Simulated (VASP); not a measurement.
# Mo (Im-3m) in VASP: a series of runs, part 2 of 2

VASP 6.6.1.

**4. Single point, PBE**

File INCAR:

```
PREC     = Accurate       # precision mode
ENCUT    = 520            # plane-wave cutoff, eV
EDIFF    = 1E-6           # SCF threshold, eV
ISMEAR   = 0              # smearing method
SIGMA    = 0.6            # smearing width, eV
LREAL    = F              # projectors in reciprocal space
LASPH    = T              # aspherical terms in the spheres
NELM     = 60             # most SCF steps
ALGO     = Normal         # electronic algorithm
ISIF     = 2              # what is computed and relaxed
LWAVE    = F              # write WAVECAR
LCHARG   = F              # write CHGCAR
GGA      = PE             # functional
NBANDS   = 13             # bands
```

File KPOINTS:

```
regular mesh
0
Gamma
  14 14 14
```

File POSCAR:

```
Mo
1.0
   -1.5813793950      1.5813793950      1.5813793950
    1.5813793950     -1.5813793950      1.5813793950
    1.5813793950      1.5813793950     -1.5813793950
Mo
1
Direct
    0.0000000000      0.0000000000      0.0000000000
```

Potentials or basis: VASP PAW PBE potentials, release 64 (Mo_sv).

Started as:

```
$ cat potpaw_PBE.64/Mo_sv/POTCAR > POTCAR
$ mpirun -np 1 vasp_std > vasp.out
```

OUTCAR:

```text
PREC = Accurate
   ENCUT = 520
   EDIFF = 1E-6
   ISMEAR = 0
   LREAL = F
   LASPH = T
   NELM = 60
   ISIF = 2
   GGA = PE

 ion  position               nearest neighbor table
   1  0.000  0.000  0.000-

  LATTYP: Found a body centered cubic cell.
 ALAT       =     3.1627587900

  Lattice vectors:

 A1 = (  -1.5813793950,   1.5813793950,   1.5813793950)
 A2 = (   1.5813793950,  -1.5813793950,   1.5813793950)
 A3 = (   1.5813793950,   1.5813793950,  -1.5813793950)

Analysis of symmetry for initial positions (statically):
=====================================================================
 Subroutine PRICEL returns:
 Original cell was already a primitive cell.

 Routine SETGRP: Setting up the symmetry group for a
 body centered cubic supercell.

 Subroutine GETGRP returns: Found 48 space group operations
 (whereof 48 operations were pure point group operations)
 out of a pool of 48 trial point group operations.

The static configuration has the point symmetry O_h .

[... 163 lines left out ...]
 Fermi energy:        12.3654959934

 k-point     1 :       0.0000    0.0000    0.0000
  band No.  band energies     occupation
      1     -48.8604      2.00000
      2     -22.1548      2.00000
      3     -22.1548      2.00000
      4     -22.1548      2.00000
      5       5.2072      2.00000
      6      11.0696      1.99775
      7      11.0696      1.99775
      8      11.0696      1.99775
      9      14.0521      0.00007
     10      14.0521      0.00007
     11      27.2160      0.00000
     12      27.2160      0.00000
     13      27.2160      0.00000
[... 354 lines left out ...]
  band No.  band energies     occupation
      1     -48.5779      2.00000
      2     -23.1907      2.00000
      3     -22.9838      2.00000
      4     -22.3233      2.00000
      5       8.5943      2.00000
      6       9.7701      2.00000
      7      10.5069      1.99999
      8      14.2716      0.00001
      9      14.7514      0.00000
     10      21.6658      0.00000
     11      22.4531      0.00000
     12      23.7843      0.00000
     13      29.5170      0.00000

 [... further k-points ...]

------------------------ aborting loop because EDIFF is reached ----------------------------------------

  FORCE on cell =-STRESS in cart. coord.  units (eV):
  Direction    XX          YY          ZZ          XY          YZ          ZX
  --------------------------------------------------------------------------------------
  -------------------------------------------------------------------------------------
  Total        0.0537165      0.0537165      0.0537165      0.0000000      0.0000000      0.0000000
  in kB        5.4406459      5.4406459      5.4406459      0.0000000      0.0000000      0.0000000
  external PRESSURE =       5.4406459 kB  Pullay stress =       0.0000000 kB

 VOLUME and BASIS-vectors are now :
 -----------------------------------------------------------------------------
  energy-cutoff  :      520.00
  volume of cell :       15.82
      direct lattice vectors                 reciprocal lattice vectors
    -1.581379395  1.581379395  1.581379395     0.000000000  0.316179660  0.316179660
     1.581379395 -1.581379395  1.581379395     0.316179660  0.000000000  0.316179660
     1.581379395  1.581379395 -1.581379395     0.316179660  0.316179660  0.000000000

 POSITION                                       TOTAL-FORCE (eV/Angst)
 -----------------------------------------------------------------------------------
      0.00000      0.00000      0.00000         0.000000     -0.000000      0.000000
 -----------------------------------------------------------------------------------
    total drift:                                0.000000     -0.000000     -0.000000

  FREE ENERGIE OF THE ION-ELECTRON SYSTEM (eV)
  ---------------------------------------------------
  free  energy   TOTEN  =       -10.9935342664 eV

  energy  without entropy=      -10.8657401207  energy(sigma->0) =      -10.92963719
```

stdout:

```text
POSCAR found type information on POSCAR Mo
 POSCAR found :  1 types and       1 ions
 scaLAPACK will be used
 LDA part: xc-table for (Slater+PW92), standard interpolation
 POSCAR, INCAR and KPOINTS ok, starting setup
 FFT: planning ... GRIDC
 FFT: planning ... GRID_SOFT
 FFT: planning ... GRID
 WAVECAR not read
 entering main loop
```

Wall time 10 s (1 thread of Intel Xeon 6975P-C, shared host); peak memory 0.14 GiB.

Results:

```
Free energy            : -10.9935 eV
Pressure               : 0.5 GPa
Band gap on the k mesh : zero (band 7 reaches 16.33 eV, above the bottom of band 8 at 11.07 eV)
```

**5. Single point, PBE**

File INCAR:

```
SYSTEM = Mo
PREC = Accurate
ENCUT = 520
EDIFF = 1E-6
ISMEAR = 0
SIGMA = 1.0
LREAL = .False.
LASPH = .True.
NELM = 80
ALGO = Normal
ISIF = 2
LWAVE = .False.
LCHARG = .False.
GGA = PE
NBANDS = 13
```

File KPOINTS:

```
Automatic mesh
0
Gamma
  14 14 14
  0 0 0
```

POSCAR is that of step 4.

Started as:

```
$ cat potpaw_PBE.64/Mo_sv/POTCAR > POTCAR
$ mpirun -np 1 vasp_std > vasp.out
```

Run time: 11 s. Hardware: 1 thread of Intel Xeon 6975P-C, shared host; peak memory 0.13 GiB.

Results (log left out):

| Item | Value |
| --- | --- |
| Free energy | -11.1114 eV |
| Pressure | 1.8 GPa |
| Band gap on the k mesh | zero (band 7 reaches 16.35 eV, above the bottom of band 8 at 11.09 eV) |

Levels at points of the mesh, in eV from the Fermi level:
```csv
k point,band 5,band 6,band 7,band 8,band 9,band 10
"(0.00, 0.00, 0.00)",-7.11,-1.23,-1.23,-1.23,1.75,1.75
"(0.50, 0.00, 0.00)",-5.16,-3.24,1.67,1.78,2.40,4.78
"(0.50, 0.50, 0.50)",-5.25,-5.25,4.03,4.03,4.03,9.06
```

**6. The runs side by side**

```tsv
smearing	gap on the mesh (eV)	pressure (GPa)
gaussian 0.2 eV	none	0.5
gaussian 0.3 eV	none	0.4
gaussian 0.6 eV	none	0.5
gaussian 1 eV	none	1.8
```

Alike in all rows: task single point; level PBE; potentials or basis VASP PAW PBE potentials, release 64 (Mo_sv); no spin polarisation; cell as given; k mesh 14 × 14 × 14; cutoff (eV) 520.

Every run on the cell as given and a fine mesh finds a metal.

Absolute energies hang on the potentials; compare differences alone.
